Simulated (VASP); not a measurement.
# Y (Fm-3m) in VASP: notebook, part 2 of 2

VASP 6.6.1. Earlier steps stand in the parts before.

## Step 4: Single point, PBEsol (volume scaled by 0.8)

Contents of INCAR:

```
SYSTEM = Y
  PREC = Accurate
  ENCUT = 520
  EDIFF = 1E-6
  ISMEAR = -1
  SIGMA = 0.1
  LREAL = .False.
  LASPH = .True.
  NELM = 80
  ALGO = Normal
  ISIF = 2
  LWAVE = .False.
  LCHARG = .False.
  GGA = PS
  NBANDS = 12
```

Contents of KPOINTS:

```
Automatic mesh
0
Gamma
  13 13 13
  0 0 0
```

Contents of POSCAR:

```
Y
1.0
    0.0000000000      2.3137108107      2.3137108107
    2.3137108107      0.0000000000      2.3137108107
    2.3137108107      2.3137108107      0.0000000000
Y
1
Direct
    0.0000000000      0.0000000000      0.0000000000
```

Potentials or basis: VASP PAW PBE potentials, release 64 (Y_sv).

The run is started by

```sh
cat potpaw_PBE.64/Y_sv/POTCAR > POTCAR
mpirun -np 1 vasp_std > vasp.out
```

OUTCAR:

```text
SYSTEM = Y
   PREC = Accurate
   ENCUT = 520
   EDIFF = 1E-6
   ISMEAR = -1
   LREAL = .False.
   LASPH = .True.
   NELM = 80
   ISIF = 2
   GGA = PS

 ion  position               nearest neighbor table
   1  0.000  0.000  0.000-

  LATTYP: Found a face centered cubic cell.
 ALAT       =     4.6274216214

  Lattice vectors:

 A1 = (   0.0000000000,   2.3137108107,   2.3137108107)
 A2 = (   2.3137108107,   0.0000000000,   2.3137108107)
 A3 = (   2.3137108107,   2.3137108107,   0.0000000000)

Analysis of symmetry for initial positions (statically):
=====================================================================
 Subroutine PRICEL returns:
 Original cell was already a primitive cell.

 Routine SETGRP: Setting up the symmetry group for a
 face centered cubic supercell.

 Subroutine GETGRP returns: Found 48 space group operations
 (whereof 48 operations were pure point group operations)
 out of a pool of 48 trial point group operations.

The static configuration has the point symmetry O_h .

Analysis of symmetry for dynamics (positions and initial velocities):
=====================================================================
 Subroutine PRICEL returns:
 Original cell was already a primitive cell.

 Routine SETGRP: Setting up the symmetry group for a
 face centered cubic supercell.

 Subroutine GETGRP returns: Found 48 space group operations
 (whereof 48 operations were pure point group operations)
 out of a pool of 48 trial point group operations.

The dynamic configuration has the point symmetry O_h .

 Subroutine INISYM returns: Found 48 space group operations
 (whereof 48 operations are pure point group operations),
 and found     1 'primitive' translations

----------------------------------------------------------------------------------------

                                     Primitive cell
[... 112 lines left out ...]
  Thomas-Fermi vector in A             =   2.383036
   LORBIT       =      0    0 simple, 1 ext, 2 COOP (PROOUT), +10 PAW based schemes
   GGA     = PS    functional components
   LHFCALC =     F    Hartree Fock is set to
   AEXX    =    0.0000 exact exchange contribution
   IVDW    =     0    specifies the selected vdW correction
   LEPSILON=     F    determine dielectric tensor
   LRPA    =     F    only Hartree local field effects (RPA)
 non-spin polarized calculation
  energy-cutoff  :      520.00
  volume of cell :       24.77
 maximum number of plane-waves:       684
   NGX = 13   NGY = 13   NGZ = 13

 number of electron      11.0000000 magnetization

 Free energy of the ion-electron system (eV)
  ---------------------------------------------------
  ext. energy  EPLUGINS =         0.00000000
  ---------------------------------------------------
  free energy    TOTEN  =        -6.61874707 eV

  energy without entropy =       -6.58019014  energy(sigma->0) =       -6.59946861

 E-fermi :   4.3930     XC(G=0): -10.7006

 val. band max:        4.3902770461   @ k =  -0.3846   0.2308   0.0769
 cond. band min:       4.4040107047   @ k =   0.4615   0.2308   0.0769
 fundamental gap:      0.0137336586
 Fermi energy:         4.3930200336

 k-point     1 :       0.0000    0.0000    0.0000
  band No.  band energies     occupation
      1     -37.6316      2.00000
      2     -17.0033      2.00000
      3     -17.0033      2.00000
      4     -17.0033      2.00000
      5      -0.6491      2.00000
      6       6.4461      0.00000
      7       6.4461      0.00000
      8       6.4461      0.00000
      9       9.2301      0.00000
     10       9.2301      0.00000
     11      14.1618      0.00000
     12      18.3101      0.00000
[... 331 lines left out ...]
 k-point    24 :       0.4615    0.1538    0.0000
  band No.  band energies     occupation
      1     -37.4207      2.00000
      2     -18.1888      2.00000
      3     -17.3280      2.00000
      4     -17.2424      2.00000
      5       2.6077      2.00000
      6       4.7800      0.04089
      7       5.8194      0.00000
      8       6.9801      0.00000
      9      10.9439      0.00000
     10      11.3988      0.00000
     11      14.8328      0.00000
     12      16.2792      0.00000

 [... further k-points ...]

------------------------ aborting loop because EDIFF is reached ----------------------------------------

  FORCE on cell =-STRESS in cart. coord.  units (eV):
  Direction    XX          YY          ZZ          XY          YZ          ZX
  --------------------------------------------------------------------------------------
  -------------------------------------------------------------------------------------
  Total        1.9607715      1.9607715      1.9607715     -0.0000000     -0.0000000      0.0000000
  in kB      126.8178376    126.8178376    126.8178376     -0.0000000     -0.0000000      0.0000000
  external PRESSURE =     126.8178376 kB  Pullay stress =       0.0000000 kB

 VOLUME and BASIS-vectors are now :
 -----------------------------------------------------------------------------
  energy-cutoff  :      520.00
  volume of cell :       24.77
      direct lattice vectors                 reciprocal lattice vectors
     0.000000000  2.313710811  2.313710811    -0.216103066  0.216103066  0.216103066
     2.313710811  0.000000000  2.313710811     0.216103066 -0.216103066  0.216103066
     2.313710811  2.313710811  0.000000000     0.216103066  0.216103066 -0.216103066

 POSITION                                       TOTAL-FORCE (eV/Angst)
 -----------------------------------------------------------------------------------
      0.00000      0.00000      0.00000        -0.000000      0.000000      0.000000
 -----------------------------------------------------------------------------------
    total drift:                               -0.000000      0.000000      0.000000

  FREE ENERGIE OF THE ION-ELECTRON SYSTEM (eV)
  ---------------------------------------------------
  free  energy   TOTEN  =        -6.6187470681 eV

  energy  without entropy=       -6.5801901432  energy(sigma->0) =       -6.59946861
```

stdout:

```text
POSCAR found type information on POSCAR Y
 POSCAR found :  1 types and       1 ions
 scaLAPACK will be used
 -----------------------------------------------------------------------------
|                                                                             |
|                                                                             |
|     You enforced a specific xc type in the INCAR file but a different       |
|     I HOPE YOU KNOW WHAT YOU ARE DOING!                                     |
|                                                                             |
 -----------------------------------------------------------------------------

 LDA part: xc-table for (Slater+PW92), standard interpolation
 POSCAR, INCAR and KPOINTS ok, starting setup
 FFT: planning ... GRIDC
 FFT: planning ... GRID_SOFT
 FFT: planning ... GRID
 WAVECAR not read
 entering main loop
```

It took 8.7 s on 1 thread of Intel Xeon 6975P-C (Granite Rapids), shared host; peak memory 0.16 GiB.

Results:

```yaml
Free_energy: -6.6187 eV
Pressure: 12.7 GPa
```

Caveat: the PAW data sets were made with another functional, which shifts forces and pressure a little.

## Step 5: Single point, PBEsol (volume scaled by 0.9)

Contents of INCAR:

```
SYSTEM = Y
  PREC = Accurate
  ENCUT = 520
  EDIFF = 1E-6
  ISMEAR = -1
  SIGMA = 0.1
  LREAL = .FALSE.
  LASPH = .TRUE.
  NELM = 100
  ALGO = Normal
  ISIF = 2
  LWAVE = .FALSE.
  LCHARG = .TRUE.
  GGA = PS
  LELF = .TRUE.
  LVHAR = .TRUE.
  NBANDS = 12
```

Contents of KPOINTS:

```
regular mesh
0
G
  13 13 13
  0 0 0
```

Contents of POSCAR:

```
Y
1.0
    0.0000000000      2.4063562143      2.4063562143
    2.4063562143      0.0000000000      2.4063562143
    2.4063562143      2.4063562143      0.0000000000
Y
1
Direct
    0.0000000000      0.0000000000      0.0000000000
```

The run is started by

```sh
cat potpaw_PBE.64/Y_sv/POTCAR > POTCAR
mpirun -np 1 vasp_std > vasp.out
```

It took 20 s on 1 thread of Intel Xeon 6975P-C (Granite Rapids), shared host; peak memory 0.19 GiB.

The run converged. Its results:

| Quantity | Value |
| --- | --- |
| Free energy | -6.7840 eV |
| Pressure | 4.9 GPa |

Levels at points of the mesh, in eV from the Fermi level:
```tsv
k point	band 1	band 2	band 3	band 4	band 5	band 6	band 7	band 8	band 9	band 10
(0.00, 0.00, 0.00)	-42.23	-21.79	-21.79	-21.79	-4.97	1.94	1.94	1.94	4.37	4.37
```

Caveat: the PAW data sets were made with another functional, which shifts forces and pressure a little.

## Step 6: The runs side by side

```csv
cell,gap on the mesh (eV),pressure (GPa)
"a = 3.130 Å, angles 60.0°, 1 atom",none,25.0
"a = 3.272 Å, angles 60.0°, 1 atom",none,12.7
"a = 3.403 Å, angles 60.0°, 1 atom",none,4.9
```

Alike in all rows: task single point; level PBEsol; potentials or basis VASP PAW PBE potentials, release 64 (Y_sv); no spin polarisation; k mesh 13 × 13 × 13; cutoff (eV) 520; smearing fermi-dirac 0.1 eV.

Caveats: the PAW data sets were made with another functional, which shifts forces and pressure a little.

Total energies depend on the potentials used, so only differences within one code and one set of settings carry meaning.
